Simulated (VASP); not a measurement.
CsIr3:

```xyz
4
Lattice="4.4538 0.0000 0.0000 0.0000 4.4538 0.0000 0.0000 0.0000 4.4538" Properties=species:S:1:pos:R:3 pbc="T T T"
Ir    0.0000    2.2269    2.2269
Ir    2.2269    0.0000    2.2269
Ir    2.2269    2.2269    0.0000
Cs    0.0000    0.0000    0.0000
```

* Program: VASP 6.6.1
* Task: relaxation of cell and atoms
* Functional: PBE
* Potentials or basis: VASP PAW PBE potentials, release 64 (Ir, Cs_sv)
* Cutoff: 500 eV
* k mesh: 8 × 8 × 8
* Occupations: gaussian, width 0.162 eV
* Spin: no spin polarisation

At the start: pressure -13.4 GPa; volume 22.09 Å³/atom.

Question: Where does the relaxation end?

Answer: Over 6 steps the energy falls by 180.1 meV/atom and the volume is 18.56 Å³/atom (-15.9 %); space group Pm-3m (No. 221, to 0.1 Å) before and after.

The path:
```tsv
step	energy change (eV)	largest force (eV/Å)	pressure (GPa)	volume (Å³)
1	0.0000	0.0000	-13.42	88.35
2	-0.3302	0.0000	18.82	66.74
3	-0.7202	0.0000	-0.36	74.47
4	-0.7204	0.0000	0.09	74.21
5	-0.7204	0.0000	-0.09	74.31
6	-0.7204	0.0000	0.01	74.25
```

Final structure:
```
Ir Cs
1.0
     4.20315    0.00000    0.00000
     0.00000    4.20315    0.00000
     0.00000    0.00000    4.20315
Ir Cs
3 1
Direct
  0.00000 0.50000 0.50000
  0.50000 0.00000 0.50000
  0.50000 0.50000 0.00000
  0.00000 0.00000 0.00000
```

Caveat: the volume moved by over 15 % at a fixed basis, so the end points are rough.
